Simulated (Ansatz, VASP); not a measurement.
## One calculation of TaN, two programs

Contents of INCAR:

```
SYSTEM = TaN
PREC = Accurate
ENCUT = 600
EDIFF = 1E-6
ISMEAR = 1
SIGMA = 0.15
LREAL = .FALSE.
LASPH = .TRUE.
NELM = 60
ALGO = Normal
ISIF = 3
LWAVE = .FALSE.
LCHARG = .FALSE.
IBRION = 2
NSW = 80
EDIFFG = -0.01
```

KPOINTS

```
Automatic mesh
0
G
  5 5 8
  0 0 0
```

File POSCAR:

```
TaN
1.0
    5.1910000000      0.0000000000      0.0000000000
   -2.5955000000      4.4955378710      0.0000000000
    0.0000000000      0.0000000000      2.9080000000
Ta N
3 3
Direct
    0.0000000000      0.0000000000      0.0000000000
    0.3333330000      0.6666670000      0.5000000000
    0.6666670000      0.3333330000      0.5000000000
    0.5000000000      0.0000000000      0.0000000000
    0.5000000000      0.5000000000      0.0000000000
    0.0000000000      0.5000000000      0.0000000000
```

Input for Ansatz:

```yaml
crystal:
  lattice:
    - [5.191, 0.0, 0.0]
    - [-2.5954999999999986, 4.495537871045022, 0.0]
    - [0.0, 0.0, 2.908]
  atoms:
    - { symbol: Ta, position: [0.0, 0.0, 0.0] }
    - { symbol: Ta, position: [0.33333300000000005, 0.666667, 0.5] }
    - { symbol: Ta, position: [0.666667, 0.333333, 0.5] }
    - { symbol: "N", position: [0.5, 0.0, 0.0] }
    - { symbol: "N", position: [0.5, 0.5, 0.0] }
    - { symbol: "N", position: [0.0, 0.5, 0.0] }
kpoints:
  mp_grid:
    grid: [5, 5, 8]
hamiltonian:
  xc: lda
  dispersion: none
scf:
  occupations:
    method: cold
    width: 0.15
relax:
  cell: {}
```

Alike in both runs: task relaxation of cell and atoms; functional LDA; k mesh 5 × 5 × 8; no spin polarisation.

|  | VASP | Ansatz |
| --- | --- | --- |
| version | VASP 6.6.1 | Ansatz 0.2.0 |
| potentials or method | VASP PAW LDA potentials, release 64 (Ta_pv, N) | plane waves, PAW |
| plane-wave cutoff (eV) | 600 | 420 |
| occupations | methfessel-paxton of order 1, width 0.15 eV | cold, width 0.15 eV |
| valence electrons in the cell | 48 | 54 |

|  | VASP | Ansatz | Ansatz less VASP |
| --- | --- | --- | --- |
| relaxed volume (Å³/atom) | 11.19 | 11.13 | -0.061 |
| relaxed cell length with the largest relative difference (Å) | 5.176 | 5.166 | -0.0096 |

LDA's correlation is that of Perdew and Zunger in VASP and of Perdew and Wang (1992) in Ansatz. VASP's potentials hold 48 valence electrons a cell and Ansatz's 54, so a difference there can come from the potentials and not from the codes. Ansatz's warnings: structure snapped to symmetry.

Spin-orbit coupling is off throughout.
